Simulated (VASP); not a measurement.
Input of a VASP 6.6.1 run:

Contents of INCAR:

```
PREC     = Accurate       # precision mode
ENCUT    = 520            # plane-wave cutoff, eV
EDIFF    = 1E-6           # SCF threshold, eV
ISMEAR   = 1              # smearing method
SIGMA    = 0.1            # smearing width, eV
LREAL    = F              # projectors in reciprocal space
LASPH    = T              # aspherical terms in the spheres
NELM     = 100            # most SCF steps
ALGO     = Normal         # electronic algorithm
ISIF     = 2              # what is computed and relaxed
LWAVE    = F              # write WAVECAR
LCHARG   = F              # write CHGCAR
GGA      = PS             # functional
NBANDS   = 11             # bands
```

The input KPOINTS:

```
Automatic mesh
0
Gamma
  11 11 11
```

File POSCAR:

```
Hf
1.0
    3.1395540000      0.0000000000      0.0000000000
    1.5697770000      2.7189335206      0.0000000000
    1.5697770000      0.9063111735      2.5634351066
Hf
1
Direct
    0.0000000000      0.0000000000      0.0000000000
```

Potentials or basis: VASP PAW PBE potentials, release 64 (Hf_pv).

Command:

```bash
$ cat potpaw_PBE.64/Hf_pv/POTCAR > POTCAR
$ mpirun -np 1 vasp_std > vasp.out
```

(1) Estimate the band gap on the k mesh.

(2) Estimate the pressure.

Answers

(1) zero (band 5 reaches 6.14 eV, above the bottom of band 6 at 4.40 eV).

(2) -2.4 GPa.

Caveat: the PAW data sets were made with another functional, which shifts forces and pressure a little; spin-orbit coupling is left out, which moves the levels of the heavy elements.
